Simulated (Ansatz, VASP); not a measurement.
**Two plane-wave programs on Te2Mo**

INCAR

```
PREC = Accurate
ENCUT = 520
EDIFF = 1E-6
ISMEAR = -1
SIGMA = 0.05
LREAL = False
LASPH = True
NELM = 80
ALGO = Normal
ISIF = 2
LWAVE = False
LCHARG = False
GGA = B5
ALDAX = 1.0
AGGAX = 1.0
AGGAC = 1.0
ALDAC = 0.0
IVDW = 12
NBANDS = 35
VDW_S6 = 1.0
VDW_S8 = 2.6996
VDW_A1 = 0.4298
VDW_A2 = 4.2359
```

File KPOINTS:

```
regular mesh
0
Gamma
  9 9 2
```

Contents of POSCAR:

```
Te2Mo
1.0
    3.5872018318      0.0000000000      0.0000000000
   -1.7936009159      3.1066079149      0.0000000000
    0.0000000000      0.0000000000     14.2476617354
Te Mo
4 2
Direct
    0.6666666667      0.3333333333      0.3790000000
    0.3333333333      0.6666666667      0.8790000000
    0.6666666667      0.3333333333      0.1210000000
    0.3333333333      0.6666666667      0.6210000000
    0.6666666667      0.3333333333      0.7500000000
    0.3333333333      0.6666666667      0.2500000000
```

File input.yaml:

```yaml
crystal:
  lattice:
    - [3.5872018318, 0.0, 0.0]
    - [-1.7936009159, 3.1066079149, 0.0]
    - [0.0, 0.0, 14.2476617354]
  atoms:
    - { symbol: Te, position: [0.6666666667, 0.3333333333, 0.379] }
    - { symbol: Te, position: [0.3333333333, 0.6666666667, 0.879] }
    - { symbol: Te, position: [0.6666666667, 0.3333333333, 0.121] }
    - { symbol: Te, position: [0.3333333333, 0.6666666667, 0.621] }
    - { symbol: Mo, position: [0.6666666667, 0.3333333333, 0.75] }
    - { symbol: Mo, position: [0.3333333333, 0.6666666667, 0.25] }
hamiltonian:
  xc: blyp
  pseudopotentials: { kind: paw }
  dispersion: d3bj
kpoints:
  mp_grid: { grid: [9, 9, 2] }
scf:
  occupations: { method: fermi_dirac, width: 0.05 }
output:
  forces: true
  stress: true
  eigenvalues: true
```

Alike in both runs: task single point; functional BLYP; dispersion D3(BJ); k mesh 9 × 9 × 2; occupations fermi-dirac, width 0.05 eV; no spin polarisation.

|  | VASP | Ansatz |
| --- | --- | --- |
| version | VASP 6.6.1 | Ansatz 0.2.0 |
| potentials or method | VASP PAW PBE potentials, release 64 (Te, Mo_sv) | Ansatz PAW |
| plane-wave cutoff (eV) | 520 | 420 |
| valence electrons in the cell | 52 | 92 |

```tsv
	VASP	Ansatz	Ansatz less VASP
gap on the k mesh at the Fermi level (eV)	0.82	0.83	+0.009
least direct gap on the mesh (eV)	0.96	0.96	-0.002
pressure (GPa)	-3.8	-4.1	-0.32
traceless stress, the component that is largest in VASP (GPa)	-1.22	-1.31	-0.096
rms of the force components (eV/Å)	0.121	0.146	+0.0249
```

VASP's potentials were made for PBE, not for BLYP. Atom by atom the forces differ by 0.025 eV/Å (rms over components). VASP's potentials hold 52 valence electrons a cell and Ansatz's 92, so a difference there can come from the potentials and not from the codes.

Neither program's run includes spin-orbit coupling. Noted on Ansatz's run: odd divisions of the mesh miss points on the zone boundary, where band edges often lie, so the gap on the mesh can be too wide.
